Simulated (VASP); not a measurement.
# PbS (Galena) (Fm-3m) in VASP: single point with PBEsol

Aim: the single point of PbS (Galena) with PBEsol.

Program: VASP 6.6.1. These are calculated values, not measurements. Logs are shortened: lines on timing, memory, paths and dates and some standing lists are left out, and cuts for length are marked.

### 1 The cell of the first run

Symmetry: Fm-3m, No. 225, cubic system. The conventional cell has a = 5.932 Å, b = 5.932 Å, c = 5.932 Å, α = 90.00°, β = 90.00°, γ = 90.00°. Pb (site symmetry m-3m) has 6 S at 2.97 Å within 3.9 Å. Within 3.9 Å of S (site symmetry m-3m) lie 6 Pb at 2.97 Å.

### 2 Single point, PBEsol

INCAR reads:

```
SYSTEM = PbS
ALGO = Normal
EDIFF = 1E-7
ENCUT = 520
GGA = PS
ISIF = 2
ISMEAR = 0
LASPH = .TRUE.
LCHARG = .FALSE.
LREAL = .FALSE.
LWAVE = .FALSE.
NBANDS = 17
NELM = 80
PREC = Accurate
SIGMA = 0.01
```

KPOINTS reads:

```
k-points
0
G
  6 6 6
  0 0 0
```

POSCAR reads:

```
PbS
1.0
    4.1942040000      0.0000000000      0.0000000000
    2.0971020000      3.6322872127      0.0000000000
    2.0971020000      1.2107624042      3.4245532257
Pb S
1 1
Direct
    0.0000000000      0.0000000000      0.0000000000
    0.5000000000      0.5000000000      0.5000000000
```

Potentials or basis: VASP PAW PBE potentials, release 64 (Pb_d, S).

On the command line:

```console
$ cat potpaw_PBE.64/Pb_d/POTCAR potpaw_PBE.64/S/POTCAR > POTCAR
$ mpirun -np 1 vasp_std > vasp.out
```

OUTCAR:

```text
SYSTEM = PbS
   EDIFF = 1E-7
   ENCUT = 520
   GGA = PS
   ISIF = 2
   ISMEAR = 0
   LASPH = .TRUE.
   LREAL = .FALSE.
   NELM = 80
   PREC = Accurate

 ion  position               nearest neighbor table
   1  0.000  0.000  0.000-   2 2.97   2 2.97   2 2.97   2 2.97   2 2.97   2 2.97
   2  0.500  0.500  0.500-   1 2.97   1 2.97   1 2.97   1 2.97   1 2.97   1 2.97

  LATTYP: Found a face centered cubic cell.
 ALAT       =     5.9315001802

  Lattice vectors:

 A1 = (   4.1942040000,   0.0000000000,   0.0000000000)
 A2 = (   2.0971020000,   3.6322872127,   0.0000000000)
 A3 = (   2.0971020000,   1.2107624042,   3.4245532257)

Analysis of symmetry for initial positions (statically):
=====================================================================
 Subroutine PRICEL returns:
 Original cell was already a primitive cell.

 Routine SETGRP: Setting up the symmetry group for a
 face centered cubic supercell.

 Subroutine GETGRP returns: Found 48 space group operations
 (whereof 48 operations were pure point group operations)
 out of a pool of 48 trial point group operations.

The static configuration has the point symmetry O_h .

Analysis of symmetry for dynamics (positions and initial velocities):
=====================================================================
 Subroutine PRICEL returns:
 Original cell was already a primitive cell.

 Routine SETGRP: Setting up the symmetry group for a
 face centered cubic supercell.

 Subroutine GETGRP returns: Found 48 space group operations
 (whereof 48 operations were pure point group operations)
 out of a pool of 48 trial point group operations.

The dynamic configuration has the point symmetry O_h .

 Subroutine INISYM returns: Found 48 space group operations
 (whereof 48 operations are pure point group operations),
 and found     1 'primitive' translations

----------------------------------------------------------------------------------------

                                     Primitive cell

  volume of cell :      52.1715

  direct lattice vectors                    reciprocal lattice vectors
     4.194204000  0.000000000  0.000000000     0.238424264 -0.137654313 -0.097336298
     2.097102000  3.632287213  0.000000000     0.000000000  0.275308626 -0.097336298
     2.097102000  1.210762404  3.424553226     0.000000000  0.000000000  0.292008894

  length of vectors
     4.194204000  4.194204000  4.194204000     0.292008894  0.292008894  0.292008894

  position of ions in fractional coordinates (direct lattice)
     0.000000000  0.000000000  0.000000000
     0.500000000  0.500000000  0.500000000

  ion indices of the primitive-cell ions
   primitive index   ion index
                 1           1
                 2           2

----------------------------------------------------------------------------------------

 KPOINTS: k-points

Automatic generation of k-mesh.
 Grid dimensions read from file:
 generate k-points for:    6    6    6

 Generating k-lattice:

  Cartesian coordinates                     Fractional coordinates (reciprocal lattice)
     0.039737377 -0.022942385 -0.016222716     0.166666667  0.000000000  0.000000000
     0.000000000  0.045884771 -0.016222716     0.000000000  0.166666667  0.000000000
     0.000000000  0.000000000  0.048668149     0.000000000  0.000000000  0.166666667

  Length of vectors
     0.048668149  0.048668149  0.048668149

  Shift w.r.t. Gamma in fractional coordinates (k-lattice)
     0.000000000  0.000000000  0.000000000

 Subroutine IBZKPT returns following result:
 ===========================================

 Found     16 irreducible k-points:

 Following reciprocal coordinates:
            Coordinates               Weight
  0.000000  0.000000  0.000000      1.000000
  0.166667  0.000000 -0.000000      8.000000
  0.333333 -0.000000 -0.000000      8.000000
  0.500000  0.000000 -0.000000      4.000000
  0.166667  0.166667 -0.000000      6.000000
  0.333333  0.166667 -0.000000     24.000000
[... 8 lines left out ...]
 -0.333333  0.333333  0.166667     24.000000
 -0.333333  0.500000  0.166667     12.000000
   k-points           NKPTS =     16   k-points in BZ     NKDIM =     16   number of bands    NBANDS=     17
   number of dos      NEDOS =    301   number of ions     NIONS =      2
   total plane-waves  NPLWV =  32768
   dimension x,y,z NGX =    32 NGY =   32 NGZ =   32
   dimension x,y,z NGXF=    64 NGYF=   64 NGZF=   64
   ions per type =               1   1
   NGX,Y,Z   is equivalent  to a cutoff of  12.68, 12.68, 12.68 a.u.
   NGXF,Y,Z  is equivalent  to a cutoff of  25.37, 25.37, 25.37 a.u.
 SYSTEM =  PbS
   PREC   = accura    normal or accurate (medium, high low for compatibility)
   ISTART =      0    job   : 0-new  1-cont  2-samecut
   ICHARG =      2    charge: 1-file 2-atom 10-const
   ISPIN  =      1    spin polarized calculation?
   LNONCOLLINEAR =      F non collinear calculations
   LSORBIT =      F    spin-orbit coupling
   LASPH  =      T    aspherical Exc in radial PAW
   ENCUT  =  520.0 eV  38.22 Ry    6.18 a.u.   7.80  7.80  7.80*2*pi/ulx,y,z
   NELM   =     80;   NELMIN=  2; NELMDL= -5     # of ELM steps
   EDIFF  = 0.1E-06   stopping-criterion for ELM
   LREAL  =      F    real-space projection
   EDIFFG = 0.1E-05   stopping-criterion for IOM
   NSW    =      0    number of steps for IOM
   IBRION =     -1    ionic relax: 0-MD 1-quasi-New 2-CG
   NFREE  =      0    steps in history (QN), initial steepest desc. (CG)
   ISIF   =      2    stress and relaxation
   ISYM   =      2    0-nonsym 1-usesym 2-fastsym
   POTIM  = 0.5000    time-step for ionic-motion
   TEBEG  =    0.0;   TEEND  =   0.0 temperature during run
   PSTRESS=    0.0 pullay stress
   NELECT =      20.0000    total number of electrons
   NUPDOWN=      -1.0000    fix difference up-down
   EMIN   =  10.00;   EMAX   =-10.00  energy-range for DOS
   EFERMI =   0.00;   METHOD = LEGACY
   ISMEAR =     0;   SIGMA  =   0.01  broadening in eV -4-tet -1-fermi 0-gaus
   EFERMI_NEDOS =   21; number of points for ismear=-14 and -15
   IALGO  =     38    algorithm
   IMIX   =      4    mixing-type and parameters
     AMIX     =   0.40;   BMIX     =  1.00
     AMIX_MAG =   1.60;   BMIX_MAG =  1.00
  volume/ion in A,a.u.               =      26.09       176.04
  Fermi-wavevector in a.u.,A,eV,Ry     =   1.189251  2.247359 19.242971  1.414319
  Thomas-Fermi vector in A             =   2.325363
   LORBIT       =      0    0 simple, 1 ext, 2 COOP (PROOUT), +10 PAW based schemes
   GGA     = PS    functional components
   LHFCALC =     F    Hartree Fock is set to
   AEXX    =    0.0000 exact exchange contribution
   IVDW    =     0    specifies the selected vdW correction
   LEPSILON=     F    determine dielectric tensor
   LRPA    =     F    only Hartree local field effects (RPA)
 non-spin polarized calculation
 Gauss-broadening in eV      SIGMA  =   0.01
  energy-cutoff  :      520.00
  volume of cell :       52.17
 maximum number of plane-waves:      1420
   NGX = 15   NGY = 15   NGZ = 15

 number of electron      19.9999998 magnetization

 Free energy of the ion-electron system (eV)
  ---------------------------------------------------
  ext. energy  EPLUGINS =         0.00000000
  ---------------------------------------------------
  free energy    TOTEN  =        -9.45750912 eV

  energy without entropy =       -9.45750912  energy(sigma->0) =       -9.45750912

 E-fermi :   5.7570     XC(G=0):  -9.8881

 val. band max:        5.6854351868   @ k =   0.5000   0.0000  -0.0000
 cond. band min:       5.9415916124   @ k =   0.5000   0.0000  -0.0000
 fundamental gap:      0.2561564256
 Fermi energy:         5.7570476145

 k-point     1 :       0.0000    0.0000    0.0000
  band No.  band energies     occupation
      1     -11.0537      2.00000
      2     -11.0537      2.00000
      3     -11.0537      2.00000
      4     -11.0405      2.00000
      5     -11.0405      2.00000
      6      -7.9180      2.00000
[... 9 lines left out ...]
     16      12.3314      0.00000
     17      14.1313      0.00000

 k-point     2 :       0.1667    0.0000   -0.0000
  band No.  band energies     occupation
      1     -11.0528      2.00000
      2     -11.0528      2.00000
      3     -11.0526      2.00000
      4     -11.0377      2.00000
      5     -11.0377      2.00000
      6      -7.6812      2.00000
[... 9 lines left out ...]
     16      12.9435      0.00000
     17      16.0272      0.00000

 k-point     3 :       0.3333   -0.0000   -0.0000
  band No.  band energies     occupation
      1     -11.0668      2.00000
      2     -11.0668      2.00000
      3     -11.0512      2.00000
      4     -11.0158      2.00000
      5     -11.0158      2.00000
      6      -7.0779      2.00000
[... 9 lines left out ...]
     16      14.3611      0.00000
     17      17.8161      0.00000

 k-point     4 :       0.5000    0.0000   -0.0000
  band No.  band energies     occupation
      1     -11.0743      2.00000
      2     -11.0743      2.00000
      3     -11.0509      2.00000
      4     -11.0042      2.00000
      5     -11.0042      2.00000
      6      -6.6502      2.00000
[... 9 lines left out ...]
     16      15.7777      0.00000
     17      16.1530      0.00000
[... 183 lines left out ...]
      1     -11.1217      2.00000
      2     -11.0548      2.00000
      3     -11.0451      2.00000
      4     -11.0127      2.00000
      5     -11.0080      2.00000
      6      -6.6016      2.00000
[... 9 lines left out ...]
     16      16.2490      0.00000
     17      16.5756      0.00000

 k-point    15 :      -0.3333    0.3333    0.1667
  band No.  band energies     occupation
      1     -11.1328      2.00000
      2     -11.0501      2.00000
      3     -11.0339      2.00000
      4     -11.0310      2.00000
      5     -10.9985      2.00000
      6      -6.2964      2.00000
[... 9 lines left out ...]
     16      17.0525      0.00000
     17      17.3732      0.00000

 k-point    16 :      -0.3333    0.5000    0.1667
  band No.  band energies     occupation
      1     -11.1673      2.00000
      2     -11.0589      2.00000
      3     -11.0311      2.00000
      4     -11.0143      2.00000
      5     -10.9910      2.00000
      6      -6.1792      2.00000
[... 9 lines left out ...]
     16      17.4953      0.00000
     17      17.9475      0.00000

------------------------ aborting loop because EDIFF is reached ----------------------------------------

  FORCE on cell =-STRESS in cart. coord.  units (eV):
  Direction    XX          YY          ZZ          XY          YZ          ZX
  --------------------------------------------------------------------------------------
  -------------------------------------------------------------------------------------
  Total       -0.2987126     -0.2987126     -0.2987126      0.0000000      0.0000000      0.0000000
  in kB       -9.1734037     -9.1734037     -9.1734037      0.0000000      0.0000000      0.0000000
  external PRESSURE =      -9.1734037 kB  Pullay stress =       0.0000000 kB

 VOLUME and BASIS-vectors are now :
 -----------------------------------------------------------------------------
  energy-cutoff  :      520.00
  volume of cell :       52.17
      direct lattice vectors                 reciprocal lattice vectors
     4.194204000  0.000000000  0.000000000     0.238424264 -0.137654313 -0.097336298
     2.097102000  3.632287213  0.000000000     0.000000000  0.275308626 -0.097336298
     2.097102000  1.210762404  3.424553226     0.000000000  0.000000000  0.292008894

 POSITION                                       TOTAL-FORCE (eV/Angst)
 -----------------------------------------------------------------------------------
      0.00000      0.00000      0.00000        -0.000000     -0.000000      0.000000
      4.19420      2.42152      1.71228         0.000000      0.000000      0.000000
 -----------------------------------------------------------------------------------
    total drift:                               -0.000000      0.000000      0.000000

  FREE ENERGIE OF THE ION-ELECTRON SYSTEM (eV)
  ---------------------------------------------------
  free  energy   TOTEN  =        -9.4575091193 eV

  energy  without entropy=       -9.4575091193  energy(sigma->0) =       -9.45750912
```

Wall time 12 s (1 thread of Intel Xeon 6975P-C, shared host); peak memory 0.18 GiB.

What came out:

* Free energy: -9.4575 eV
* Pressure: -0.9 GPa
* Band gap on the k mesh: 0.26 eV, direct

Levels at points of the mesh, in eV from the valence-band top:
| k point | band 7 | band 8 | band 9 | band 10 | band 11 | band 12 | band 13 | band 14 |
| --- | --- | --- | --- | --- | --- | --- | --- | --- |
| (0.00, 0.00, 0.00) | -6.06 | -2.17 | -2.17 | -2.17 | 5.16 | 5.16 | 5.16 | 6.65 |
| (0.50, 0.00, 0.00) | -8.90 | -1.77 | -1.77 | 0.00 | 0.26 | 1.90 | 1.90 | 8.49 |
| (0.50, 0.50, 0.00) | -7.24 | -5.25 | -3.46 | -3.46 | 3.72 | 5.53 | 5.64 | 5.64 |

Caveat: the PAW data sets were made with another functional, which shifts forces and pressure a little; spin-orbit coupling is left out, which moves the levels of the heavy elements. A k mesh can miss the band edges.
